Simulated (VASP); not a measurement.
# C (P-1) in VASP: single point with r2SCAN

Aim: the single point of C with r2SCAN.

Program: VASP 6.6.1. These are calculated values, not measurements. Logs are shortened: lines on timing, memory, paths and dates and some standing lists are left out, and cuts for length are marked.

## (1) The cell of the first run

The typed cell holds 10 atoms: a = 2.456 Å, b = 3.808 Å, c = 10.432 Å, α = 91.64°, β = 90.01°, γ = 108.78°.

## (2) Single point, r2SCAN (the part above a cut slid along it)

POSCAR reads:

```
C
1.0
   -2.1268362731     -1.2279462884      0.0110113261
    1.3968870171      0.0000000000     -3.5424027035
    5.0947780957     -8.8002817334      2.3304030450
C
10
Direct
    0.8222180101      0.1444318574      0.0666672544
    0.3888846768      0.2777651907      0.2666672544
   -0.0444486565      0.4110985240      0.4666672544
    0.5222180101      0.5444318574      0.6666672544
    0.0888846768      0.6777651907      0.8666672544
    0.6111153232     -0.2777651907      0.9333327456
    0.3444486565      0.1889014760      0.1333327456
    0.9111153232      0.3222348093      0.3333327456
    0.4777819899      0.4555681426      0.5333327456
    0.0444486565      0.5889014760      0.7333327456
```

INCAR.step1 reads:

```
PREC     = Accurate       # precision mode
ENCUT    = 520            # plane-wave cutoff, eV
ISMEAR   = 0              # smearing method
SIGMA    = 0.05           # smearing width, eV
LREAL    = F              # projectors in reciprocal space
LASPH    = T              # aspherical terms in the spheres
NELM     = 100            # most SCF steps
NBANDS   = 31             # bands
GGA      = PE             # functional
ALGO     = Normal         # electronic algorithm
EDIFF    = 1E-4           # SCF threshold, eV
LWAVE    = T              # write WAVECAR
LCHARG   = F              # write CHGCAR
```

INCAR.step2 reads:

```
PREC     = Accurate       # precision mode
ENCUT    = 520            # plane-wave cutoff, eV
EDIFF    = 1E-6           # SCF threshold, eV
ISMEAR   = 0              # smearing method
SIGMA    = 0.05           # smearing width, eV
LREAL    = F              # projectors in reciprocal space
LASPH    = T              # aspherical terms in the spheres
NELM     = 100            # most SCF steps
ALGO     = Normal         # electronic algorithm
ISIF     = 2              # what is computed and relaxed
LWAVE    = F              # write WAVECAR
LCHARG   = F              # write CHGCAR
METAGGA  = R2SCAN         # meta-GGA
LMIXTAU  = T            
NBANDS   = 31             # bands
ISTART   = 1
```

KPOINTS reads:

```
Automatic mesh
0
Gamma
  11 8 3
```

Potentials or basis: VASP PAW PBE potentials, release 64 (C).

Command:

```
$ cat potpaw_PBE.64/C/POTCAR > POTCAR
$ cp INCAR.step1 INCAR
$ mpirun -np 1 vasp_std > vasp.out
$ cp INCAR.step2 INCAR
$ mpirun -np 1 vasp_std > vasp.out
```

OUTCAR:

```text
PREC = Accurate
   ENCUT = 520
   EDIFF = 1E-6
   ISMEAR = 0
   LREAL = F
   LASPH = T
   NELM = 100
   ISIF = 2
   METAGGA = R2SCAN
   ISTART = 1

 ion  position               nearest neighbor table
   1  0.822  0.144  0.067-   7 1.42   7 1.42   6 2.03
   2  0.389  0.278  0.267-   7 1.42   8 1.42   8 1.42
   3  0.956  0.411  0.467-   8 1.42   9 1.42   9 1.42
   4  0.522  0.544  0.667-  10 1.42   9 1.42  10 1.42
   5  0.089  0.678  0.867-  10 1.42   6 1.42   6 1.42
   6  0.611  0.722  0.933-   5 1.42   5 1.42   1 2.03
   7  0.344  0.189  0.133-   2 1.42   1 1.42   1 1.42
   8  0.911  0.322  0.333-   3 1.42   2 1.42   2 1.42
   9  0.478  0.456  0.533-   3 1.42   4 1.42   3 1.42
  10  0.044  0.589  0.733-   5 1.42   4 1.42   4 1.42

  LATTYP: Found a triclinic cell.
 ALAT       =     3.8093835543
 B/A-ratio  =     0.6446954046
 C/A-ratio  =     2.7385747637
 COS(alpha) =     0.0001492839
 COS(beta)  =     0.0287419539
 COS(gamma) =     0.3229619341

  Lattice vectors:

 A1 = (  -0.7299492560,  -1.2279462884,  -3.5313913774)
 A2 = (  -2.1268362731,  -1.2279462884,   0.0110113261)
 A3 = (  -5.0947780957,   8.8002817334,  -2.3304030450)

Analysis of symmetry for initial positions (statically):
=====================================================================
 Subroutine PRICEL returns:
 Original cell was already a primitive cell.

 Routine SETGRP: Setting up the symmetry group for a
 triclinic supercell.

 Subroutine GETGRP returns: Found  2 space group operations
 (whereof  1 operations were pure point group operations)
 out of a pool of  2 trial point group operations.

The static configuration has the point symmetry C_1 .
 The point group associated with its full space group is S_2 .

Analysis of symmetry for dynamics (positions and initial velocities):
=====================================================================
 Subroutine PRICEL returns:
 Original cell was already a primitive cell.

 Routine SETGRP: Setting up the symmetry group for a
 triclinic supercell.

 Subroutine GETGRP returns: Found  2 space group operations
 (whereof  1 operations were pure point group operations)
 out of a pool of  2 trial point group operations.

The dynamic configuration has the point symmetry C_1 .
 The point group associated with its full space group is S_2 .

[... 119 lines left out ...]
   NFREE  =      0    steps in history (QN), initial steepest desc. (CG)
   ISIF   =      2    stress and relaxation
   ISYM   =      2    0-nonsym 1-usesym 2-fastsym
   POTIM  = 0.5000    time-step for ionic-motion
   TEBEG  =    0.0;   TEEND  =   0.0 temperature during run
   PSTRESS=    0.0 pullay stress
   NELECT =      40.0000    total number of electrons
   NUPDOWN=      -1.0000    fix difference up-down
   EMIN   =  10.00;   EMAX   =-10.00  energy-range for DOS
   EFERMI =   0.00;   METHOD = LEGACY
   ISMEAR =     0;   SIGMA  =   0.05  broadening in eV -4-tet -1-fermi 0-gaus
   EFERMI_NEDOS =   21; number of points for ismear=-14 and -15
   IALGO  =     38    algorithm
   IMIX   =      4    mixing-type and parameters
     AMIX     =   0.40;   BMIX     =  1.00
     AMIX_MAG =   1.60;   BMIX_MAG =  1.00
  volume/ion in A,a.u.               =       9.23        62.30
  Fermi-wavevector in a.u.,A,eV,Ry     =   1.238759  2.340915 20.878471  1.534524
  Thomas-Fermi vector in A             =   2.373271
   LORBIT       =      0    0 simple, 1 ext, 2 COOP (PROOUT), +10 PAW based schemes
   METAGGA = R2SCAN    functional components
   LHFCALC =     F    Hartree Fock is set to
   AEXX    =    0.0000 exact exchange contribution
   IVDW    =     0    specifies the selected vdW correction
   LEPSILON=     F    determine dielectric tensor
   LRPA    =     F    only Hartree local field effects (RPA)
 non-spin polarized calculation
 Gauss-broadening in eV      SIGMA  =   0.05
  energy-cutoff  :      520.00
  volume of cell :       92.33
 maximum number of plane-waves:      2514
   NGX =  9   NGY = 15   NGZ = 39

 number of electron      40.0000004 magnetization

 Free energy of the ion-electron system (eV)
  ---------------------------------------------------
  ext. energy  EPLUGINS =         0.00000000
  ---------------------------------------------------
  free energy    TOTEN  =       -95.65697231 eV

  energy without entropy =      -95.65629240  energy(sigma->0) =      -95.65663236

 E-fermi :   4.1527     XC(G=0): -10.8995

 val. band max:        4.1369120948   @ k =   0.3636   0.5000  -0.0000
 cond. band min:       4.1607305517   @ k =  -0.3636   0.1250   0.3333
 fundamental gap:      0.0238184569
 Fermi energy:         4.1527183913

 k-point     1 :       0.0000    0.0000    0.0000
  band No.  band energies     occupation
      1     -16.5718      2.00000
      2     -15.7698      2.00000
      3     -15.0705      2.00000
      4     -12.9456      2.00000
      5     -12.1127      2.00000
      6      -8.1667      2.00000
[... 805 lines left out ...]
     30      13.6382      0.00000
     31      15.0117      0.00000

 [... further k-points ...]

------------------------ aborting loop because EDIFF is reached ----------------------------------------

  FORCE on cell =-STRESS in cart. coord.  units (eV):
  Direction    XX          YY          ZZ          XY          YZ          ZX
  --------------------------------------------------------------------------------------
  -------------------------------------------------------------------------------------
  Total       -0.9940692     -3.1587663     -2.6871626      1.8293594     -3.8949104      2.2344329
  in kB      -17.2505673    -54.8156127    -46.6316433     31.7457656    -67.5902817     38.7752041
  external PRESSURE =     -39.5659411 kB  Pullay stress =       0.0000000 kB

 VOLUME and BASIS-vectors are now :
 -----------------------------------------------------------------------------
  energy-cutoff  :      520.00
  volume of cell :       92.33
      direct lattice vectors                 reciprocal lattice vectors
    -2.126836273 -1.227946288  0.011011326    -0.337653072 -0.230737562 -0.133147818
     1.396887017  0.000000000 -3.542402704     0.029945068 -0.054291191 -0.270485939
     5.094778096 -8.800281733  2.330403045     0.047114382 -0.081436787  0.018578765

 POSITION                                       TOTAL-FORCE (eV/Angst)
 -----------------------------------------------------------------------------------
     -1.20731     -1.59633     -0.34722        -0.724997      1.313639      4.390463
      0.91952     -2.82428     -0.35823         0.213246     -0.365888     -0.660243
      0.91952     -5.28017     -0.35823         0.046808     -0.072196      0.079579
      3.04636     -6.50812     -0.36924         0.064433     -0.103967     -0.000376
      5.17320     -7.73606     -0.38025         0.706413     -1.220734     -0.303794
      4.46426     -8.96401     -0.37668         0.724997     -1.313639     -4.390463
      0.21059     -1.59633     -0.35465        -0.706413      1.220734      0.303794
      0.21059     -4.05222     -0.35465        -0.064433      0.103967      0.000376
      2.33743     -5.28017     -0.36566        -0.046808      0.072196     -0.079579
      4.46426     -6.50812     -0.37668        -0.213246      0.365888      0.660243
 -----------------------------------------------------------------------------------
    total drift:                                0.000003      0.000012      0.000015

  FREE ENERGIE OF THE ION-ELECTRON SYSTEM (eV)
  ---------------------------------------------------
  free  energy   TOTEN  =       -95.6569723149 eV

  energy  without entropy=      -95.6562924023  energy(sigma->0) =      -95.65663236
```

OUTCAR.step1:

```text
PREC = Accurate
   ENCUT = 520
   ISMEAR = 0
   LREAL = F
[... 1075 lines left out ...]
      0.21059     -1.59633     -0.35465        -0.704230      1.216248      0.212379
      0.21059     -4.05222     -0.35465        -0.066849      0.108120     -0.000311
      2.33743     -5.28017     -0.36566        -0.046702      0.071964     -0.077505
      4.46426     -6.50812     -0.37668        -0.204681      0.350544      0.606242
 -----------------------------------------------------------------------------------
    total drift:                               -0.000004      0.000002     -0.000001

  FREE ENERGIE OF THE ION-ELECTRON SYSTEM (eV)
  ---------------------------------------------------
  free  energy   TOTEN  =       -88.6093442380 eV

  energy  without entropy=      -88.6083434840  energy(sigma->0) =      -88.60884386
```

It took 19 min on 1 thread of Intel Xeon 8259CL, shared host; peak memory 0.36 GiB.

What came out:

```
Free energy            : -95.6570 eV
Pressure               : -4.0 GPa
Largest force          : 4.640 eV/Å
Band gap on the k mesh : zero (bands 20 and 21 overlap by 0.37 eV)
```

Forces on the atoms (eV/Å):
```
C   -0.725  1.314  4.390
C    0.213 -0.366 -0.660
C    0.047 -0.072  0.080
C    0.064 -0.104  0.000
C    0.706 -1.221 -0.304
C    0.725 -1.314 -4.390
C   -0.706  1.221  0.304
C   -0.064  0.104  0.000
C   -0.047  0.072 -0.080
C   -0.213  0.366  0.660
```

Caveat: the cell differs from its parent crystal (the part above a cut slid along it); the cell stands under tension; the PAW data sets were made with another functional, which shifts forces and pressure a little.

The gap in the log of VASP goes by the Fermi energy; the results here count the filled bands.